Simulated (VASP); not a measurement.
# C in VASP: single point with HSE06

Aim: the single point of C with HSE06.

Program: VASP 6.6.1. These are calculated values, not measurements. Logs are shortened: lines on timing, memory, paths and dates and some standing lists are left out, and cuts for length are marked.

### Step 1. The cell of the first run

The cell holds a slab with vacuum, 6 atoms: a = 2.465 Å, b = 2.465 Å, c = 39.481 Å, α = 90.00°, β = 90.00°, γ = 120.00°.

### Step 2. Single point, HSE06

POSCAR

```
C
1.0
    2.4651656475      0.0000000000      0.0000000000
   -1.2325828237      2.1348960752      0.0000000000
    0.0000000000      0.0000000000     39.4810792268
C
6
Direct
    0.0000000000      0.0000000000      0.4141009930
    0.6666666667      0.3333333333      0.4140901831
    0.0000000000      0.0000000000      0.5000000000
    0.3333333333      0.6666666667      0.5000000000
    0.0000000000      0.0000000000      0.5858990070
    0.6666666667      0.3333333333      0.5859098169
```

INCAR.step1

```
PREC = Accurate
ENCUT = 520
EDIFF = 1E-5
ISMEAR = 0
SIGMA = 0.1
LREAL = False
LASPH = True
NELM = 120
ALGO = Normal
ISIF = 2
LWAVE = True
LCHARG = False
LDIPOL = True
IDIPOL = 3
DIPOL = 0.5 0.5 0.500
NBANDS = 21
GGA = PE
GGA_COMPAT = False
NELMDL = -8
KPAR = 4
```

INCAR.step2

```
PREC = Accurate
ENCUT = 520
EDIFF = 1E-6
ISMEAR = 0
SIGMA = 0.1
LREAL = False
LASPH = True
NELM = 120
ALGO = Normal
ISIF = 2
LWAVE = False
LCHARG = False
LDIPOL = True
IDIPOL = 3
DIPOL = 0.5 0.5 0.500
GGA = PE
LHFCALC = True
HFSCREEN = 0.2079
PRECFOCK = Normal
NBANDS = 21
ISTART = 1
GGA_COMPAT = False
KPAR = 4
```

KPOINTS

```
Automatic mesh
0
Gamma
  9 9 1
```

Potentials or basis: VASP PAW PBE potentials, release 64 (C).

Launch:

```console
> cat potpaw_PBE.64/C/POTCAR > POTCAR
> cp INCAR.step1 INCAR
> mpirun -np 4 vasp_std > vasp.out
> cp INCAR.step2 INCAR
> mpirun -np 4 vasp_std > vasp.out
```

OUTCAR:

```text
PREC = Accurate
   ENCUT = 520
   EDIFF = 1E-6
   ISMEAR = 0
   LREAL = False
   LASPH = True
   NELM = 120
   ISIF = 2
   GGA = PE
   LHFCALC = True
   HFSCREEN = 0.2079
   PRECFOCK = Normal
   ISTART = 1

 ion  position               nearest neighbor table
   1  0.000  0.000  0.414-   2 1.42   2 1.42   2 1.42
   2  0.667  0.333  0.414-   1 1.42   1 1.42   1 1.42
   3  0.000  0.000  0.500-   4 1.42   4 1.42   4 1.42
   4  0.333  0.667  0.500-   3 1.42   3 1.42   3 1.42
   5  0.000  0.000  0.586-   6 1.42   6 1.42   6 1.42
   6  0.667  0.333  0.586-   5 1.42   5 1.42   5 1.42

  LATTYP: Found a hexagonal cell.
 ALAT       =     2.4651656475
 C/A-ratio  =    16.0155887564

  Lattice vectors:

 A1 = (   2.4651656475,   0.0000000000,   0.0000000000)
 A2 = (  -1.2325828237,   2.1348960752,   0.0000000000)
 A3 = (   0.0000000000,   0.0000000000,  39.4810792268)

Analysis of symmetry for initial positions (statically):
=====================================================================
 Subroutine PRICEL returns:
 Original cell was already a primitive cell.

 Routine SETGRP: Setting up the symmetry group for a
 hexagonal supercell.

 Subroutine GETGRP returns: Found 12 space group operations
 (whereof 12 operations were pure point group operations)
 out of a pool of 24 trial point group operations.

The static configuration has the point symmetry D_3h.

Analysis of symmetry for dynamics (positions and initial velocities):
=====================================================================
 Subroutine PRICEL returns:
 Original cell was already a primitive cell.

 Routine SETGRP: Setting up the symmetry group for a
 hexagonal supercell.

 Subroutine GETGRP returns: Found 12 space group operations
 (whereof 12 operations were pure point group operations)
 out of a pool of 24 trial point group operations.

The dynamic configuration has the point symmetry D_3h.

 Subroutine INISYM returns: Found 12 space group operations
 (whereof 12 operations are pure point group operations),
 and found     1 'primitive' translations

----------------------------------------------------------------------------------------

                                     Primitive cell

  volume of cell :     207.7839

  direct lattice vectors                    reciprocal lattice vectors
     2.465165648  0.000000000  0.000000000     0.405652253  0.234203438  0.000000000
    -1.232582824  2.134896075  0.000000000     0.000000000  0.468406875  0.000000000
     0.000000000  0.000000000 39.481079227     0.000000000  0.000000000  0.025328588

  length of vectors
     2.465165648  2.465165647 39.481079227     0.468406875  0.468406875  0.025328588

  position of ions in fractional coordinates (direct lattice)
     0.000000000  0.000000000  0.414100993
     0.666666667  0.333333333  0.414090183
     0.000000000  0.000000000  0.500000000
     0.333333333  0.666666667  0.500000000
     0.000000000  0.000000000  0.585899007
     0.666666667  0.333333333  0.585909817

  ion indices of the primitive-cell ions
   primitive index   ion index
                 1           1
                 2           2
                 3           3
                 4           4
                 5           5
                 6           6

----------------------------------------------------------------------------------------

 KPOINTS: Automatic mesh

Automatic generation of k-mesh.
 Grid dimensions read from file:
 generate k-points for:    9    9    1

 Generating k-lattice:

  Cartesian coordinates                     Fractional coordinates (reciprocal lattice)
     0.045072473  0.026022604  0.000000000     0.111111111 -0.000000000  0.000000000
     0.000000000  0.052045208  0.000000000     0.000000000  0.111111111  0.000000000
     0.000000000  0.000000000  0.025328588     0.000000000  0.000000000  1.000000000

  Length of vectors
     0.052045208  0.052045208  0.025328588

  Shift w.r.t. Gamma in fractional coordinates (k-lattice)
     0.000000000  0.000000000  0.000000000

 Subroutine IBZKPT returns following result:
 ===========================================

 Found     12 irreducible k-points:

 Following reciprocal coordinates:
            Coordinates               Weight
  0.000000  0.000000  0.000000      1.000000
  0.111111 -0.000000  0.000000      6.000000
  0.222222  0.000000  0.000000      6.000000
  0.333333  0.000000  0.000000      6.000000
  0.444444  0.000000  0.000000      6.000000
  0.111111  0.111111  0.000000      6.000000
  0.222222  0.111111  0.000000     12.000000
  0.333333  0.111111  0.000000     12.000000
  0.444444  0.111111  0.000000      6.000000
  0.222222  0.222222  0.000000      6.000000
  0.333333  0.222222  0.000000     12.000000
  0.333333  0.333333  0.000000      2.000000
   k-points           NKPTS =     12   k-points in BZ     NKDIM =     81   number of bands    NBANDS=     21
   number of dos      NEDOS =    301   number of ions     NIONS =      6
   total plane-waves  NPLWV =  95256
   dimension x,y,z NGX =    18 NGY =   18 NGZ =  294
   dimension x,y,z NGXF=    36 NGYF=   36 NGZF=  588
   ions per type =               6
   NGX,Y,Z   is equivalent  to a cutoff of  12.14, 12.14, 12.38 a.u.
   NGXF,Y,Z  is equivalent  to a cutoff of  24.28, 24.28, 24.76 a.u.
 SYSTEM =  unknown system
   PREC   = accura    normal or accurate (medium, high low for compatibility)
   ISTART =      1    job   : 0-new  1-cont  2-samecut
   ICHARG =      0    charge: 1-file 2-atom 10-const
   ISPIN  =      1    spin polarized calculation?
   LNONCOLLINEAR =      F non collinear calculations
   LSORBIT =      F    spin-orbit coupling
   LASPH  =      T    aspherical Exc in radial PAW
   ENCUT  =  520.0 eV  38.22 Ry    6.18 a.u.   4.58  4.58 73.41*2*pi/ulx,y,z
   NELM   =    120;   NELMIN=  2; NELMDL=  0     # of ELM steps
   EDIFF  = 0.1E-05   stopping-criterion for ELM
   LREAL  =      F    real-space projection
   EDIFFG = 0.1E-04   stopping-criterion for IOM
   NSW    =      0    number of steps for IOM
   IBRION =     -1    ionic relax: 0-MD 1-quasi-New 2-CG
   NFREE  =      0    steps in history (QN), initial steepest desc. (CG)
   ISIF   =      2    stress and relaxation
   ISYM   =      3    0-nonsym 1-usesym 2-fastsym
   POTIM  = 0.5000    time-step for ionic-motion
   TEBEG  =    0.0;   TEEND  =   0.0 temperature during run
   PSTRESS=    0.0 pullay stress
   NELECT =      24.0000    total number of electrons
   NUPDOWN=      -1.0000    fix difference up-down
   EMIN   =  10.00;   EMAX   =-10.00  energy-range for DOS
   EFERMI =   0.00;   METHOD = LEGACY
   ISMEAR =     0;   SIGMA  =   0.10  broadening in eV -4-tet -1-fermi 0-gaus
   EFERMI_NEDOS =   21; number of points for ismear=-14 and -15
   IALGO  =     38    algorithm
   IMIX   =      1    mixing-type and parameters
     AMIX     =   0.40;   BMIX     =  1.00
     AMIX_MAG =   1.60;   BMIX_MAG =  1.00
  volume/ion in A,a.u.               =      34.63       233.70
  Fermi-wavevector in a.u.,A,eV,Ry     =   0.797275  1.506631  8.648501  0.635647
  Thomas-Fermi vector in A             =   1.903960
   LORBIT       =      0    0 simple, 1 ext, 2 COOP (PROOUT), +10 PAW based schemes
   GGA     = PE    functional components
   LHFCALC =     T    Hartree Fock is set to
   PRECFOCK=normal    Normal, Fast or Accurate (Low or Medium for compatibility)
   ENCUT4O =  -1.0   cutoff for four orbital integrals eV
   NKREDX  =     1    reduce k-point grid by
   NKREDY  =     1    reduce k-point grid by
   NKREDZ  =     1    reduce k-point grid by
   AEXX    =    0.2500 exact exchange contribution
   HFSCREEN=    0.2079 screening length (either q_TF or 0.3 A-1)
   HFSCREENC=   0.2079 screening length for correlation (either q_TF or 0.3 A-1)
   ENCUTFOCK=  -1.0 apply spherical cutoff to Coloumb kernel
   IVDW    =     0    specifies the selected vdW correction
   LEPSILON=     F    determine dielectric tensor
   LRPA    =     F    only Hartree local field effects (RPA)
 non-spin polarized calculation
 Gauss-broadening in eV      SIGMA  =   0.10
  energy-cutoff  :      520.00
  volume of cell :      207.78
 maximum number of plane-waves:      5662
  NGX = 14; NGY = 14; NGZ =224

 number of electron      23.9999993 magnetization

 dipolmoment           0.000000      0.000000      0.000000 electrons x Angstroem

 Free energy of the ion-electron system (eV)
  ---------------------------------------------------
  ext. energy  EPLUGINS =         0.00000000
  ---------------------------------------------------
  free energy    TOTEN  =       -63.43004129 eV

  energy without entropy =      -63.42449957  energy(sigma->0) =      -63.42727043

 E-fermi :  -2.0443     XC(G=0):  -2.3510

 val. band max:       -2.0497485945   @ k =   0.3333   0.3333   0.0000
 cond. band min:      -2.0379660807   @ k =   0.3333   0.3333   0.0000
 fundamental gap:      0.0117825137
 Fermi energy:        -2.0443100155

 k-point     1 :       0.0000    0.0000    0.0000
  band No.  band energies     occupation
      1     -24.1917      2.00000
      2     -24.1001      2.00000
      3     -23.9843      2.00000
      4     -11.5777      2.00000
      5     -10.9085      2.00000
      6     -10.1475      2.00000
[... 13 lines left out ...]
     20       4.0867      0.00000
     21       4.2021      0.00000

 k-point     2 :       0.1111   -0.0000    0.0000
  band No.  band energies     occupation
      1     -23.8717      2.00000
      2     -23.7820      2.00000
      3     -23.6679      2.00000
      4     -11.1807      2.00000
      5     -10.5183      2.00000
      6      -9.7654      2.00000
[... 13 lines left out ...]
     20       4.4737      0.00000
     21       4.6044      0.00000

 k-point     3 :       0.2222    0.0000    0.0000
  band No.  band energies     occupation
      1     -22.9177      2.00000
      2     -22.8334      2.00000
      3     -22.7248      2.00000
      4     -10.0533      2.00000
      5     -10.0352      2.00000
      6      -9.9995      2.00000
[... 13 lines left out ...]
     20       5.6224      0.00000
     21       5.8055      0.00000

 k-point     4 :       0.3333    0.0000    0.0000
  band No.  band energies     occupation
      1     -21.3525      2.00000
      2     -21.2771      2.00000
      3     -21.1773      2.00000
      4     -13.2792      2.00000
      5     -13.2444      2.00000
      6     -13.1844      2.00000
[... 13 lines left out ...]
     20       6.3358      0.00000
     21       6.4137      0.00000

 k-point     5 :       0.4444    0.0000    0.0000
  band No.  band energies     occupation
      1     -19.2671      2.00000
      2     -19.2064      2.00000
      3     -19.1216      2.00000
      4     -16.2842      2.00000
      5     -16.2393      2.00000
      6     -16.1691      2.00000
[... 13 lines left out ...]
     20       8.2609      0.00000
     21       8.8573      0.00000
[... 94 lines left out ...]
     20       9.9573      0.00000
     21      10.0253      0.00000

 k-point    10 :       0.2222    0.2222    0.0000
  band No.  band energies     occupation
      1     -20.4358      2.00000
      2     -20.3656      2.00000
      3     -20.2711      2.00000
      4     -13.3384      2.00000
      5     -13.3233      2.00000
      6     -13.2843      2.00000
[... 13 lines left out ...]
     20       7.6010      0.00000
     21       8.0037      0.00000

 k-point    11 :       0.3333    0.2222    0.0000
  band No.  band energies     occupation
      1     -18.4078      2.00000
      2     -18.3522      2.00000
      3     -18.2725      2.00000
      4     -15.6574      2.00000
      5     -15.6226      2.00000
      6     -15.5631      2.00000
[... 13 lines left out ...]
     20      10.0798      0.00000
     21      10.2393      0.00000

 k-point    12 :       0.3333    0.3333    0.0000
  band No.  band energies     occupation
      1     -16.6063      2.00000
      2     -16.5513      2.00000
      3     -16.5487      2.00000
      4     -16.5480      2.00000
      5     -16.5239      2.00000
      6     -16.4727      2.00000
[... 13 lines left out ...]
     20      11.4041      0.00000
     21      11.6076      0.00000

------------------------ aborting loop because EDIFF is reached ----------------------------------------

 vacuum level on the upper side and lower side of the slab       (xc-potential included)        -0.000        -0.000

  FORCE on cell =-STRESS in cart. coord.  units (eV):
  Direction    XX          YY          ZZ          XY          YZ          ZX
  --------------------------------------------------------------------------------------
  -------------------------------------------------------------------------------------
  Total       -2.3657753     -2.3657753      0.4918283     -0.0000000     -0.0000000      0.0000000
  in kB      -18.2419904    -18.2419904      3.7923837     -0.0000000     -0.0000000      0.0000000
  external PRESSURE =     -10.8971990 kB  Pullay stress =       0.0000000 kB

 VOLUME and BASIS-vectors are now :
 -----------------------------------------------------------------------------
  energy-cutoff  :      520.00
  volume of cell :      207.78
      direct lattice vectors                 reciprocal lattice vectors
     2.465165648  0.000000000  0.000000000     0.405652253  0.234203438  0.000000000
    -1.232582824  2.134896075  0.000000000     0.000000000  0.468406875  0.000000000
     0.000000000  0.000000000 39.481079227     0.000000000  0.000000000  0.025328588

 POSITION                                       TOTAL-FORCE (eV/Angst)
 -----------------------------------------------------------------------------------
      0.00000      0.00000     16.34915         0.000000     -0.000000     -0.033829
      1.23258      0.71163     16.34873         0.000000     -0.000000     -0.045025
      0.00000      0.00000     19.74054        -0.000000     -0.000000      0.000000
     -0.00000      1.42326     19.74054        -0.000000     -0.000000      0.000000
      0.00000      0.00000     23.13193         0.000000      0.000000      0.033829
      1.23258      0.71163     23.13235         0.000000     -0.000000      0.045025
 -----------------------------------------------------------------------------------
    total drift:                               -0.000000      0.000000      0.000000

  FREE ENERGIE OF THE ION-ELECTRON SYSTEM (eV)
  ---------------------------------------------------
  free  energy   TOTEN  =       -63.4300412886 eV

  energy  without entropy=      -63.4244995737  energy(sigma->0) =      -63.42727043

 vacuum level on the upper side and lower side of the slab         2.285         2.285
```

Wall time 28 min (4 MPI ranks of Intel Xeon Platinum 8259CL at 2.50GHz (Skylake/Cascade Lake), shared host); peak memory 0.45 GiB.

Results:

| Property | Result |
| --- | --- |
| Free energy | -63.4300 eV |
| Largest force | 0.045 eV/Å |

Forces in eV/Å, atoms in the order of the input:
```
C    0.000  0.000 -0.034
C    0.000  0.000 -0.045
C    0.000  0.000  0.000
C    0.000  0.000  0.000
C    0.000  0.000  0.034
C    0.000  0.000  0.045
```

Caveat: the PAW data sets were made with another functional, which shifts forces and pressure a little.
